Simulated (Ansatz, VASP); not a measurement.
# Two plane-wave programs on Sr

```xyz
1
Lattice="0.0000 2.9822 2.9822 2.9822 0.0000 2.9822 2.9822 2.9822 0.0000" Properties=species:S:1:pos:R:3 pbc="T T T"
Sr    0.0000    0.0000    0.0000
```

Change from the starting cell: volume scaled by 0.95, PAW files.

Alike in both runs: task electric field gradients; functional r2SCAN; k mesh 9 × 9 × 9; occupations fermi-dirac, width 0.03 eV; no spin polarisation.

```csv
,VASP,Ansatz
version,VASP 6.6.1,Ansatz 0.2.0
potentials or method,"VASP PAW PBE potentials, release 64 (Sr_sv)","PAW with Ansatz's default frozen-core files, scalar-relativistic"
plane-wave cutoff (eV),520,500
valence electrons in the cell,10,10
```

|  | VASP | Ansatz | Ansatz less VASP |
| --- | --- | --- | --- |
| pressure (GPa) | 0.8 | 0.8 | -0.02 |

VASP's potentials were made for PBE, not for r2SCAN. The functional is the same, so the differences come from potentials, cutoffs and numerics.
